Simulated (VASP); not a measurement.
# Sb2S3 (Pnma) in VASP: single point with PBE

Aim: the single point of Sb2S3 with PBE.

Everything below comes from runs of VASP 6.6.1. Logs are shortened: lines on timing, memory, paths and dates and some standing lists are left out, and cuts for length are marked.

## 1. The cell of the first run

Symmetry: Pnma, No. 62, orthorhombic system. The conventional cell has a = 12.180 Å, b = 3.874 Å, c = 11.239 Å, α = 90.00°, β = 90.00°, γ = 90.00°. Sb (site symmetry m) has 5 S at 2.48 to 2.88 Å within 3.3 Å. Within 3.4 Å of Sb (site symmetry m) lie 6 S at 2.55 to 3.22 Å. Within 3.4 Å of S (site symmetry m) lie 3 Sb at 2.57 to 3.22 Å. S (site symmetry m) has 5 Sb at 2.48 to 3.15 Å within 3.3 Å. S (site symmetry m) has 3 Sb at 2.55 to 2.70 Å within 3.4 Å.

## 2. Single point, PBE

INCAR reads:

```
SYSTEM = Sb2S3
PREC = Accurate ; ENCUT = 500
EDIFF = 1E-6 ; ISMEAR = 0
SIGMA = 0.02 ; LREAL = .FALSE.
LASPH = .TRUE. ; NELM = 120
ALGO = Normal ; ISIF = 2
LWAVE = .FALSE. ; LCHARG = .FALSE.
GGA = PE ; NBANDS = 72
GGA_COMPAT = .FALSE.
```

KPOINTS reads:

```
regular mesh
0
G
  2 6 2
  0 0 0
```

POSCAR reads:

```
Sb2S3
1.0
   12.1798707901      0.0000000000      0.0000000000
    0.0000000000      3.8736615110      0.0000000000
    0.0000000000      0.0000000000     11.2389067409
Sb S
8 12
Direct
    0.8595439513      0.7500000000      0.4666060189
    0.1404560487      0.2500000000      0.5333939811
    0.6404560487      0.2500000000      0.9666060189
    0.3595439513      0.7500000000      0.0333939811
    0.9650716430      0.2500000000      0.1717964645
    0.0349283570      0.7500000000      0.8282035355
    0.5349283570      0.7500000000      0.6717964645
    0.4650716430      0.2500000000      0.3282035355
    0.8759165617      0.7500000000      0.0570351393
    0.1240834383      0.2500000000      0.9429648607
    0.6240834383      0.2500000000      0.5570351393
    0.3759165617      0.7500000000      0.4429648607
    0.0447314341      0.7500000000      0.3750704015
    0.9552685659      0.2500000000      0.6249295985
    0.4552685659      0.2500000000      0.8750704015
    0.5447314341      0.7500000000      0.1249295985
    0.3008587795      0.2500000000      0.1875810251
    0.6991412205      0.7500000000      0.8124189749
    0.1991412205      0.7500000000      0.6875810251
    0.8008587795      0.2500000000      0.3124189749
```

Potentials or basis: VASP PAW PBE potentials, release 64 (Sb, S).

The run is started by

```
$ cat potpaw_PBE.64/Sb/POTCAR potpaw_PBE.64/S/POTCAR > POTCAR
$ mpirun -np 1 vasp_std > vasp.out
```

OUTCAR:

```text
SYSTEM = Sb2S3
   PREC = Accurate
   ENCUT = 500
   EDIFF = 1E-6
   ISMEAR = 0
   LREAL = .FALSE.
   LASPH = .TRUE.
   NELM = 120
   ISIF = 2
   GGA = PE

 ion  position               nearest neighbor table
   1  0.860  0.750  0.467-  13 2.48  20 2.70  20 2.70  14 2.88  14 2.88
   2  0.140  0.250  0.533-  14 2.48  19 2.70  19 2.70  13 2.88  13 2.88
   3  0.640  0.250  0.967-  15 2.48  18 2.70  18 2.70  16 2.88  16 2.88
   4  0.360  0.750  0.033-  16 2.48  17 2.70  17 2.70  15 2.88  15 2.88
   5  0.965  0.250  0.172-  20 2.55   9 2.57   9 2.57  13 3.15  13 3.15  10 3.22
   6  0.035  0.750  0.828-  19 2.55  10 2.57  10 2.57  14 3.15  14 3.15   9 3.22
   7  0.535  0.750  0.672-  18 2.55  11 2.57  11 2.57  15 3.15  15 3.15  12 3.22
   8  0.465  0.250  0.328-  17 2.55  12 2.57  12 2.57  16 3.15  16 3.15  11 3.22
   9  0.876  0.750  0.057-   5 2.57   5 2.57   6 3.22
  10  0.124  0.250  0.943-   6 2.57   6 2.57   5 3.22
  11  0.624  0.250  0.557-   7 2.57   7 2.57   8 3.22
  12  0.376  0.750  0.443-   8 2.57   8 2.57   7 3.22
  13  0.045  0.750  0.375-   1 2.48   2 2.88   2 2.88   5 3.15   5 3.15
  14  0.955  0.250  0.625-   2 2.48   1 2.88   1 2.88   6 3.15   6 3.15
  15  0.455  0.250  0.875-   3 2.48   4 2.88   4 2.88   7 3.15   7 3.15
  16  0.545  0.750  0.125-   4 2.48   3 2.88   3 2.88   8 3.15   8 3.15
  17  0.301  0.250  0.188-   8 2.55   4 2.70   4 2.70
  18  0.699  0.750  0.812-   7 2.55   3 2.70   3 2.70
  19  0.199  0.750  0.688-   6 2.55   2 2.70   2 2.70
  20  0.801  0.250  0.312-   5 2.55   1 2.70   1 2.70

  LATTYP: Found a simple orthorhombic cell.
 ALAT       =     3.8736615110
 B/A-ratio  =     2.9013652094
 C/A-ratio  =     3.1442785477

  Lattice vectors:

 A1 = (   0.0000000000,   3.8736615110,   0.0000000000)
 A2 = (   0.0000000000,   0.0000000000,  11.2389067409)
 A3 = (  12.1798707901,   0.0000000000,   0.0000000000)

Analysis of symmetry for initial positions (statically):
=====================================================================
 Subroutine PRICEL returns:
 Original cell was already a primitive cell.

 Routine SETGRP: Setting up the symmetry group for a
 simple orthorhombic supercell.

 Subroutine GETGRP returns: Found  8 space group operations
 (whereof  2 operations were pure point group operations)
 out of a pool of  8 trial point group operations.

The static configuration has the point symmetry S_2 .
 The point group associated with its full space group is D_2h.

Analysis of symmetry for dynamics (positions and initial velocities):
=====================================================================
 Subroutine PRICEL returns:
 Original cell was already a primitive cell.

 Routine SETGRP: Setting up the symmetry group for a
 simple orthorhombic supercell.

 Subroutine GETGRP returns: Found  8 space group operations
 (whereof  2 operations were pure point group operations)
 out of a pool of  8 trial point group operations.

The dynamic configuration has the point symmetry S_2 .
 The point group associated with its full space group is D_2h.

 Subroutine INISYM returns: Found  8 space group operations
 (whereof  2 operations are pure point group operations),
 and found     1 'primitive' translations

----------------------------------------------------------------------------------------

                                     Primitive cell

  volume of cell :     530.2595

  direct lattice vectors                    reciprocal lattice vectors
    12.179870790  0.000000000  0.000000000     0.082102677  0.000000000  0.000000000
     0.000000000  3.873661511  0.000000000     0.000000000  0.258153687  0.000000000
     0.000000000  0.000000000 11.238906741     0.000000000  0.000000000  0.088976626

  length of vectors
    12.179870790  3.873661511 11.238906741     0.082102677  0.258153687  0.088976626

  position of ions in fractional coordinates (direct lattice)
     0.859543951  0.750000000  0.466606019
     0.140456049  0.250000000  0.533393981
     0.640456049  0.250000000  0.966606019
     0.359543951  0.750000000  0.033393981
     0.965071643  0.250000000  0.171796464
     0.034928357  0.750000000  0.828203536
[... 12 lines left out ...]
     0.199141221  0.750000000  0.687581025
     0.800858779  0.250000000  0.312418975

  ion indices of the primitive-cell ions
   primitive index   ion index
                 1           1
                 2           2
                 3           3
                 4           4
                 5           5
                 6           6
[... 12 lines left out ...]
                19          19
                20          20

----------------------------------------------------------------------------------------

 KPOINTS: regular mesh

Automatic generation of k-mesh.
 Grid dimensions read from file:
 generate k-points for:    2    6    2

 Generating k-lattice:

  Cartesian coordinates                     Fractional coordinates (reciprocal lattice)
     0.041051339  0.000000000  0.000000000     0.500000000  0.000000000  0.000000000
     0.000000000  0.043025614  0.000000000     0.000000000  0.166666667  0.000000000
     0.000000000  0.000000000  0.044488313     0.000000000  0.000000000  0.500000000

  Length of vectors
     0.041051339  0.043025614  0.044488313

  Shift w.r.t. Gamma in fractional coordinates (k-lattice)
     0.000000000  0.000000000  0.000000000

 Subroutine IBZKPT returns following result:
 ===========================================

 Found     16 irreducible k-points:

 Following reciprocal coordinates:
            Coordinates               Weight
  0.000000  0.000000  0.000000      1.000000
  0.500000  0.000000  0.000000      1.000000
  0.000000  0.166667  0.000000      2.000000
  0.500000  0.166667  0.000000      2.000000
  0.000000  0.333333  0.000000      2.000000
  0.500000  0.333333  0.000000      2.000000
[... 8 lines left out ...]
  0.000000  0.500000  0.500000      1.000000
  0.500000  0.500000  0.500000      1.000000
   k-points           NKPTS =     16   k-points in BZ     NKDIM =     16   number of bands    NBANDS=     72
   number of dos      NEDOS =    301   number of ions     NIONS =     20
   total plane-waves  NPLWV = 211680
   dimension x,y,z NGX =    90 NGY =   28 NGZ =   84
   dimension x,y,z NGXF=   180 NGYF=   56 NGZF=  168
   ions per type =               8  12
   NGX,Y,Z   is equivalent  to a cutoff of  12.28, 12.02, 12.43 a.u.
   NGXF,Y,Z  is equivalent  to a cutoff of  24.57, 24.03, 24.85 a.u.
 SYSTEM =  Sb2S3
   PREC   = accura    normal or accurate (medium, high low for compatibility)
   ISTART =      0    job   : 0-new  1-cont  2-samecut
   ICHARG =      2    charge: 1-file 2-atom 10-const
   ISPIN  =      1    spin polarized calculation?
   LNONCOLLINEAR =      F non collinear calculations
   LSORBIT =      F    spin-orbit coupling
   LASPH  =      T    aspherical Exc in radial PAW
   ENCUT  =  500.0 eV  36.75 Ry    6.06 a.u.  22.21  7.06 20.49*2*pi/ulx,y,z
   NELM   =    120;   NELMIN=  2; NELMDL= -5     # of ELM steps
   EDIFF  = 0.1E-05   stopping-criterion for ELM
   LREAL  =      F    real-space projection
   EDIFFG = 0.1E-04   stopping-criterion for IOM
   NSW    =      0    number of steps for IOM
   IBRION =     -1    ionic relax: 0-MD 1-quasi-New 2-CG
   NFREE  =      0    steps in history (QN), initial steepest desc. (CG)
   ISIF   =      2    stress and relaxation
   ISYM   =      2    0-nonsym 1-usesym 2-fastsym
   POTIM  = 0.5000    time-step for ionic-motion
   TEBEG  =    0.0;   TEEND  =   0.0 temperature during run
   PSTRESS=    0.0 pullay stress
   NELECT =     112.0000    total number of electrons
   NUPDOWN=      -1.0000    fix difference up-down
   EMIN   =  10.00;   EMAX   =-10.00  energy-range for DOS
   EFERMI =   0.00;   METHOD = LEGACY
   ISMEAR =     0;   SIGMA  =   0.02  broadening in eV -4-tet -1-fermi 0-gaus
   EFERMI_NEDOS =   21; number of points for ismear=-14 and -15
   IALGO  =     38    algorithm
   IMIX   =      4    mixing-type and parameters
     AMIX     =   0.40;   BMIX     =  1.00
     AMIX_MAG =   1.60;   BMIX_MAG =  1.00
  volume/ion in A,a.u.               =      26.51       178.92
  Fermi-wavevector in a.u.,A,eV,Ry     =   0.974955  1.842398 12.932852  0.950538
  Thomas-Fermi vector in A             =   2.105456
   LORBIT       =      0    0 simple, 1 ext, 2 COOP (PROOUT), +10 PAW based schemes
   GGA     = PE    functional components
   LHFCALC =     F    Hartree Fock is set to
   AEXX    =    0.0000 exact exchange contribution
   IVDW    =     0    specifies the selected vdW correction
   LEPSILON=     F    determine dielectric tensor
   LRPA    =     F    only Hartree local field effects (RPA)
 non-spin polarized calculation
 Gauss-broadening in eV      SIGMA  =   0.02
  energy-cutoff  :      500.00
  volume of cell :      530.26
 maximum number of plane-waves:     13534
 NGX is ok and might be reduce to    90
   NGX = 45   NGY = 15   NGZ = 41

 number of electron     111.9999996 magnetization

 Free energy of the ion-electron system (eV)
  ---------------------------------------------------
  ext. energy  EPLUGINS =         0.00000000
  ---------------------------------------------------
  free energy    TOTEN  =       -87.78652186 eV

  energy without entropy =      -87.78652186  energy(sigma->0) =      -87.78652186

 E-fermi :   4.4057     XC(G=0):  -8.9808

 val. band max:        4.2623610375   @ k =   0.5000   0.0000   0.0000
 cond. band min:       5.5756281846   @ k =   0.0000   0.0000   0.5000
 fundamental gap:      1.3132671471
 Fermi energy:         4.4056757957

 k-point     1 :       0.0000    0.0000    0.0000
  band No.  band energies     occupation
      1      -9.6552      2.00000
      2      -9.5062      2.00000
      3      -9.0235      2.00000
      4      -8.9187      2.00000
      5      -8.7244      2.00000
      6      -8.6124      2.00000
[... 60 lines left out ...]
     67       7.1226      0.00000
     68       7.3260      0.00000
[... 1063 lines left out ...]
     67       7.6363      0.00000
     68       7.6363      0.00000
 [bands above 68 left out]

------------------------ aborting loop because EDIFF is reached ----------------------------------------

  FORCE on cell =-STRESS in cart. coord.  units (eV):
  Direction    XX          YY          ZZ          XY          YZ          ZX
  --------------------------------------------------------------------------------------
  -------------------------------------------------------------------------------------
  Total       -0.1625241     -0.5010044     -0.3194633      0.0000000      0.0000000      0.0000000
  in kB       -0.4910660     -1.5137833     -0.9652574      0.0000000      0.0000000      0.0000000
  external PRESSURE =      -0.9900356 kB  Pullay stress =       0.0000000 kB

 VOLUME and BASIS-vectors are now :
 -----------------------------------------------------------------------------
  energy-cutoff  :      500.00
  volume of cell :      530.26
      direct lattice vectors                 reciprocal lattice vectors
    12.179870790  0.000000000  0.000000000     0.082102677  0.000000000  0.000000000
     0.000000000  3.873661511  0.000000000     0.000000000  0.258153687  0.000000000
     0.000000000  0.000000000 11.238906741     0.000000000  0.000000000  0.088976626

 POSITION                                       TOTAL-FORCE (eV/Angst)
 -----------------------------------------------------------------------------------
     10.46913      2.90525      5.24414         0.007305     -0.000000      0.010712
      1.71074      0.96842      5.99477        -0.007305     -0.000000     -0.010712
      7.80067      0.96842     10.86359        -0.007305     -0.000000      0.010712
      4.37920      2.90525      0.37531         0.007305      0.000000     -0.010712
     11.75445      0.96842      1.93080         0.004230     -0.000000      0.014349
      0.42542      2.90525      9.30810        -0.004230     -0.000000     -0.014349
[... 12 lines left out ...]
      2.42551      2.90525      7.72766        -0.011887     -0.000000      0.001913
      9.75436      0.96842      3.51125         0.011887     -0.000000     -0.001913
 -----------------------------------------------------------------------------------
    total drift:                                0.000000      0.000000     -0.000000

  FREE ENERGIE OF THE ION-ELECTRON SYSTEM (eV)
  ---------------------------------------------------
  free  energy   TOTEN  =       -87.7865218587 eV

  energy  without entropy=      -87.7865218587  energy(sigma->0) =      -87.78652186
```

Wall time 8.4 min (1 thread of AMD EPYC 7R13 (Zen 3), shared host); peak memory 0.68 GiB.

What came out:

```yaml
Free_energy: -87.7865 eV
Pressure: -0.1 GPa
Largest_force: 0.015 eV/Å
Band_gap_on_the_k_mesh: 1.31 eV, indirect (least direct gap 1.41 eV)
```

Forces on the atoms (eV/Å):
```
Sb   0.007  0.000  0.011
Sb  -0.007  0.000 -0.011
Sb  -0.007  0.000  0.011
Sb   0.007  0.000 -0.011
Sb   0.004  0.000  0.014
Sb  -0.004  0.000 -0.014
Sb  -0.004  0.000  0.014
Sb   0.004  0.000 -0.014
S   -0.007  0.000 -0.001
S    0.007  0.000  0.001
S    0.007  0.000 -0.001
S   -0.007  0.000  0.001
S    0.013  0.000 -0.008
S   -0.013  0.000  0.008
S   -0.013  0.000 -0.008
S    0.013  0.000  0.008
S    0.012  0.000  0.002
S   -0.012  0.000 -0.002
S   -0.012  0.000  0.002
S    0.012  0.000 -0.002
```

Caveat: spin-orbit coupling is left out, which moves the levels of the heavy elements. A k mesh can miss the band edges.
